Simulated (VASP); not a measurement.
# CsLiBr3 in VASP: single point with HSE06

Aim: the single point of CsLiBr3 with HSE06.

All numbers are computed with VASP 6.6.1; they aren't measurements. Logs are shortened: lines on timing, memory, paths and dates and some standing lists are left out, and cuts for length are marked.

### 1 The cell of the first run

The typed cell holds 10 atoms: a = 7.584 Å, b = 7.584 Å, c = 6.489 Å, α = 90.00°, β = 90.00°, γ = 120.00°.

### 2 Single point, HSE06

Contents of POSCAR:

```
CsLiBr3
1.0
    7.5844730000      0.0000000000      0.0000000000
   -3.7922370000      6.5683510000      0.0000000000
    0.0000000000      0.0000000000      6.4893990000
Cs Br Li
2 6 2
Direct
    0.6667000000      0.3333000000      0.2500000000
    0.3334000000      0.6667000000      0.7500000000
    0.1667000000      0.8333000000      0.2500000000
    0.3334000000      0.1667000000      0.7500000000
    0.1667000000      0.3334000000      0.2500000000
    0.8333000000      0.1667000000      0.7500000000
    0.6666000000      0.8333000000      0.2500000000
    0.8333000000      0.6666000000      0.7500000000
    0.0000000000      0.0000000000      0.0000000000
    0.0000000000      0.0000000000      0.5000000000
```

Contents of INCAR.step1:

```
SYSTEM = CsLiBr3
PREC = Accurate
ENCUT = 650
EDIFF = 1E-5
ISMEAR = -1
SIGMA = 0.1
LREAL = .FALSE.
LASPH = .TRUE.
NELM = 120
ALGO = Normal
ISIF = 2
LWAVE = .TRUE.
LCHARG = .FALSE.
GGA = PE
NBANDS = 44
GGA_COMPAT = .FALSE.
KPAR = 2
NCORE = 2
```

Contents of INCAR.step2:

```
SYSTEM = CsLiBr3
PREC = Accurate
ENCUT = 650
EDIFF = 1E-6
ISMEAR = -1
SIGMA = 0.1
LREAL = .FALSE.
LASPH = .TRUE.
NELM = 120
ALGO = Normal
ISIF = 2
LWAVE = .FALSE.
LCHARG = .FALSE.
GGA = PE
LHFCALC = .TRUE.
HFSCREEN = 0.2079
PRECFOCK = Fast
ISTART = 1
NBANDS = 44
GGA_COMPAT = .FALSE.
KPAR = 2
NCORE = 2
```

Contents of KPOINTS:

```
Automatic mesh
0
G
  2 2 2
  0 0 0
```

Potentials or basis: VASP PAW PBE potentials, release 64 (Cs_sv, Br, Li_sv).

On the command line:

```sh
$ cat potpaw_PBE.64/Cs_sv/POTCAR potpaw_PBE.64/Br/POTCAR potpaw_PBE.64/Li_sv/POTCAR > POTCAR
$ cp INCAR.step1 INCAR
$ mpirun -np 4 vasp_std > vasp.out
$ cp INCAR.step2 INCAR
$ mpirun -np 4 vasp_std > vasp.out
```

OUTCAR:

```text
SYSTEM = CsLiBr3
   PREC = Accurate
   ENCUT = 650
   EDIFF = 1E-6
   ISMEAR = -1
   LREAL = .FALSE.
   LASPH = .TRUE.
   NELM = 120
   ISIF = 2
   GGA = PE
   LHFCALC = .TRUE.
   HFSCREEN = 0.2079
   PRECFOCK = Fast
   ISTART = 1

 ion  position               nearest neighbor table
   1  0.667  0.333  0.250-
   2  0.333  0.667  0.750-
   3  0.167  0.833  0.250-
   4  0.333  0.167  0.750-
   5  0.167  0.333  0.250-
   6  0.833  0.167  0.750-
   7  0.667  0.833  0.250-
   8  0.833  0.667  0.750-
   9  0.000  0.000  0.000-
  10  0.000  0.000  0.500-

  LATTYP: Found a hexagonal cell.
 ALAT       =     7.5844730000
 C/A-ratio  =     0.8556163362

  Lattice vectors:

 A1 = (   7.5844730000,   0.0000000000,   0.0000000000)
 A2 = (  -3.7922370000,   6.5683510000,   0.0000000000)
 A3 = (   0.0000000000,   0.0000000000,   6.4893990000)

Analysis of symmetry for initial positions (statically):
=====================================================================
 Subroutine PRICEL returns:
 Original cell was already a primitive cell.

 Routine SETGRP: Setting up the symmetry group for a
 hexagonal supercell.

 Subroutine GETGRP returns: Found  4 space group operations
 (whereof  2 operations were pure point group operations)
 out of a pool of 24 trial point group operations.

The static configuration has the point symmetry C_2 .
 The point group associated with its full space group is C_2v.

Analysis of symmetry for dynamics (positions and initial velocities):
=====================================================================
 Subroutine PRICEL returns:
 Original cell was already a primitive cell.

 Routine SETGRP: Setting up the symmetry group for a
 hexagonal supercell.

 Subroutine GETGRP returns: Found  4 space group operations
 (whereof  2 operations were pure point group operations)
 out of a pool of 24 trial point group operations.

The dynamic configuration has the point symmetry C_2 .
 The point group associated with its full space group is C_2v.

 Subroutine INISYM returns: Found  4 space group operations
 (whereof  2 operations are pure point group operations),
 and found     1 'primitive' translations

----------------------------------------------------------------------------------------

                                     Primitive cell

  volume of cell :     323.2855

  direct lattice vectors                    reciprocal lattice vectors
     7.584473000  0.000000000  0.000000000     0.131848317  0.076122617  0.000000000
    -3.792237000  6.568351000  0.000000000     0.000000000  0.152245213  0.000000000
     0.000000000  0.000000000  6.489399000     0.000000000  0.000000000  0.154097475

  length of vectors
     7.584473000  7.584477327  6.489399000     0.152245300  0.152245213  0.154097475

  position of ions in fractional coordinates (direct lattice)
     0.666700000  0.333300000  0.250000000
     0.333400000  0.666700000  0.750000000
     0.166700000  0.833300000  0.250000000
     0.333400000  0.166700000  0.750000000
     0.166700000  0.333400000  0.250000000
     0.833300000  0.166700000  0.750000000
     0.666600000  0.833300000  0.250000000
     0.833300000  0.666600000  0.750000000
     0.000000000  0.000000000  0.000000000
     0.000000000  0.000000000  0.500000000

  ion indices of the primitive-cell ions
   primitive index   ion index
                 1           1
                 2           2
                 3           3
                 4           4
                 5           5
                 6           6
                 7           7
                 8           8
                 9           9
                10          10

----------------------------------------------------------------------------------------

 KPOINTS: Automatic mesh

Automatic generation of k-mesh.
 Grid dimensions read from file:
 generate k-points for:    2    2    2

 Generating k-lattice:

  Cartesian coordinates                     Fractional coordinates (reciprocal lattice)
     0.065924158  0.038061308  0.000000000     0.500000000  0.000000000  0.000000000
     0.000000000  0.076122607  0.000000000     0.000000000  0.500000000  0.000000000
     0.000000000  0.000000000  0.077048737     0.000000000  0.000000000  0.500000000

  Length of vectors
     0.076122650  0.076122607  0.077048737

  Shift w.r.t. Gamma in fractional coordinates (k-lattice)
     0.000000000  0.000000000  0.000000000

 Subroutine IBZKPT returns following result:
 ===========================================

 Found      6 irreducible k-points:

 Following reciprocal coordinates:
            Coordinates               Weight
  0.000000  0.000000  0.000000      1.000000
  0.500000 -0.000000  0.000000      2.000000
  0.000000  0.500000  0.000000      1.000000
  0.000000  0.000000  0.500000      1.000000
  0.500000 -0.000000  0.500000      2.000000
  0.000000  0.500000  0.500000      1.000000
   k-points           NKPTS =      6   k-points in BZ     NKDIM =      8   number of bands    NBANDS=     44
   number of dos      NEDOS =    301   number of ions     NIONS =     10
   total plane-waves  NPLWV = 221184
   dimension x,y,z NGX =    64 NGY =   64 NGZ =   54
   dimension x,y,z NGXF=   128 NGYF=  128 NGZF=  108
   ions per type =               2   6   2
   NGX,Y,Z   is equivalent  to a cutoff of  14.03, 14.03, 13.83 a.u.
   NGXF,Y,Z  is equivalent  to a cutoff of  28.06, 28.06, 27.67 a.u.
 SYSTEM =  CsLiBr3
   PREC   = accura    normal or accurate (medium, high low for compatibility)
   ISTART =      1    job   : 0-new  1-cont  2-samecut
   ICHARG =      0    charge: 1-file 2-atom 10-const
   ISPIN  =      1    spin polarized calculation?
   LNONCOLLINEAR =      F non collinear calculations
   LSORBIT =      F    spin-orbit coupling
   LASPH  =      T    aspherical Exc in radial PAW
   ENCUT  =  650.0 eV  47.77 Ry    6.91 a.u.  15.77 15.77 13.49*2*pi/ulx,y,z
   NELM   =    120;   NELMIN=  2; NELMDL=  0     # of ELM steps
   EDIFF  = 0.1E-05   stopping-criterion for ELM
   LREAL  =      F    real-space projection
   EDIFFG = 0.1E-04   stopping-criterion for IOM
   NSW    =      0    number of steps for IOM
   IBRION =     -1    ionic relax: 0-MD 1-quasi-New 2-CG
   NFREE  =      0    steps in history (QN), initial steepest desc. (CG)
   ISIF   =      2    stress and relaxation
   ISYM   =      3    0-nonsym 1-usesym 2-fastsym
   POTIM  = 0.5000    time-step for ionic-motion
   TEBEG  =    0.0;   TEEND  =   0.0 temperature during run
   PSTRESS=    0.0 pullay stress
   NELECT =      66.0000    total number of electrons
   NUPDOWN=      -1.0000    fix difference up-down
   EMIN   =  10.00;   EMAX   =-10.00  energy-range for DOS
   EFERMI =   0.00;   METHOD = LEGACY
   ISMEAR =    -1;   SIGMA  =   0.10  broadening in eV -4-tet -1-fermi 0-gaus
   EFERMI_NEDOS =   21; number of points for ismear=-14 and -15
   IALGO  =     38    algorithm
   IMIX   =      1    mixing-type and parameters
     AMIX     =   0.40;   BMIX     =  1.00
     AMIX_MAG =   1.60;   BMIX_MAG =  1.00
  volume/ion in A,a.u.               =      32.33       218.16
  Fermi-wavevector in a.u.,A,eV,Ry     =   0.963964  1.821627 12.642890  0.929226
  Thomas-Fermi vector in A             =   2.093554
   LORBIT       =      0    0 simple, 1 ext, 2 COOP (PROOUT), +10 PAW based schemes
   GGA     = PE    functional components
   LHFCALC =     T    Hartree Fock is set to
   PRECFOCK=fast      Normal, Fast or Accurate (Low or Medium for compatibility)
   ENCUT4O =  -1.0   cutoff for four orbital integrals eV
   NKREDX  =     1    reduce k-point grid by
   NKREDY  =     1    reduce k-point grid by
   NKREDZ  =     1    reduce k-point grid by
   AEXX    =    0.2500 exact exchange contribution
   HFSCREEN=    0.2079 screening length (either q_TF or 0.3 A-1)
   HFSCREENC=   0.2079 screening length for correlation (either q_TF or 0.3 A-1)
   ENCUTFOCK=  -1.0 apply spherical cutoff to Coloumb kernel
   IVDW    =     0    specifies the selected vdW correction
   LEPSILON=     F    determine dielectric tensor
   LRPA    =     F    only Hartree local field effects (RPA)
 non-spin polarized calculation
  energy-cutoff  :      650.00
  volume of cell :      323.29
 maximum number of plane-waves:     12208
 NGX is ok and might be reduce to    64
  NGX = 36; NGY = 36; NGZ = 30

 number of electron      65.9999988 magnetization

 Free energy of the ion-electron system (eV)
  ---------------------------------------------------
  ext. energy  EPLUGINS =         0.00000000
  ---------------------------------------------------
  free energy    TOTEN  =       -31.88547141 eV

  energy without entropy =      -31.52824125  energy(sigma->0) =      -31.70685633

 E-fermi :  -1.2483     XC(G=0):  -6.6634

 val. band max:       -1.2492371441   @ k =   0.0000   0.0000   0.0000
 cond. band min:      -1.2399523738   @ k =   0.0000   0.0000   0.0000
 fundamental gap:      0.0092847702
 Fermi energy:        -1.2482980174

 k-point     1 :       0.0000    0.0000    0.0000
  band No.  band energies     occupation
      1     -48.5564      2.00000
      2     -48.5529      2.00000
      3     -22.1382      2.00000
      4     -22.1255      2.00000
      5     -15.7562      2.00000
      6     -15.4388      2.00000
[... 36 lines left out ...]
     43       6.6225      0.00000
     44       6.8123      0.00000

 k-point     2 :       0.5000   -0.0000    0.0000
  band No.  band energies     occupation
      1     -48.5565      2.00000
      2     -48.5529      2.00000
      3     -22.1333      2.00000
      4     -22.1291      2.00000
      5     -15.6555      2.00000
      6     -15.5027      2.00000
[... 180 lines left out ...]
 k-point     6 :       0.0000    0.5000    0.5000
  band No.  band energies     occupation
      1     -48.5547      2.00000
      2     -48.5547      2.00000
      3     -22.1302      2.00000
      4     -22.1302      2.00000
      5     -15.5107      2.00000
      6     -15.5107      2.00000
[... 36 lines left out ...]
     43       8.0031      0.00000
     44       8.0031      0.00000

------------------------ aborting loop because EDIFF is reached ----------------------------------------

  FORCE on cell =-STRESS in cart. coord.  units (eV):
  Direction    XX          YY          ZZ          XY          YZ          ZX
  --------------------------------------------------------------------------------------
  -------------------------------------------------------------------------------------
  Total       -2.2390321     -2.2441145      1.0618715      0.0000002      0.0000000      0.0000000
  in kB      -11.0964653    -11.1216533      5.2625509      0.0000008      0.0000000      0.0000000
  external PRESSURE =      -5.6518559 kB  Pullay stress =       0.0000000 kB

 VOLUME and BASIS-vectors are now :
 -----------------------------------------------------------------------------
  energy-cutoff  :      650.00
  volume of cell :      323.29
      direct lattice vectors                 reciprocal lattice vectors
     7.584473000  0.000000000  0.000000000     0.131848317  0.076122617  0.000000000
    -3.792237000  6.568351000  0.000000000     0.000000000  0.152245213  0.000000000
     0.000000000  0.000000000  6.489399000     0.000000000  0.000000000  0.154097475

 POSITION                                       TOTAL-FORCE (eV/Angst)
 -----------------------------------------------------------------------------------
      3.79262      2.18923      1.62235        -0.000332      0.000246      0.000000
      0.00038      4.37912      4.86705        -0.000332     -0.000246      0.000000
     -1.89574      5.47341      1.62235        -0.089056      0.051444      0.000000
      1.89650      1.09494      4.86705        -0.089056     -0.051444      0.000000
     -0.00000      2.18989      1.62235         0.000184     -0.102961      0.000000
      5.68798      1.09494      4.86705         0.089304     -0.051380      0.000000
      1.89574      5.47341      1.62235         0.089304      0.051380      0.000000
      3.79224      4.37846      4.86705         0.000184      0.102961      0.000000
      0.00000      0.00000      0.00000        -0.000100      0.000000      0.000000
      0.00000      0.00000      3.24470        -0.000100      0.000000      0.000000
 -----------------------------------------------------------------------------------
    total drift:                                0.000037      0.000003     -0.000001

  FREE ENERGIE OF THE ION-ELECTRON SYSTEM (eV)
  ---------------------------------------------------
  free  energy   TOTEN  =       -31.8854714095 eV

  energy  without entropy=      -31.5282412509  energy(sigma->0) =      -31.70685633
```

Wall time 7.7 min (4 MPI ranks of Intel Xeon Platinum 8559C (Emerald Rapids), shared host); peak memory 0.48 GiB.

What came out:

```yaml
Free_energy: -31.8855 eV
Pressure: -0.6 GPa
Largest_force: 0.103 eV/Å
Band_gap_on_the_k_mesh: zero (bands 33 and 34 overlap by 0.17 eV)
```

Forces in eV/Å, atoms in the order of the input:
```
Cs   0.000  0.000  0.000
Cs   0.000  0.000  0.000
Br  -0.089  0.051  0.000
Br  -0.089 -0.051  0.000
Br   0.000 -0.103  0.000
Br   0.089 -0.051  0.000
Br   0.089  0.051  0.000
Br   0.000  0.103  0.000
Li   0.000  0.000  0.000
Li   0.000  0.000  0.000
```

Stress tensor (GPa, compression positive):
```
-1.11  0.00  0.00
 0.00 -1.11  0.00
 0.00  0.00  0.53
```

Caveat: the k points lie up to 0.48 Å⁻¹ apart; the PAW data sets were made with another functional, which shifts forces and pressure a little; spin-orbit coupling is left out, which moves the levels of the heavy elements.
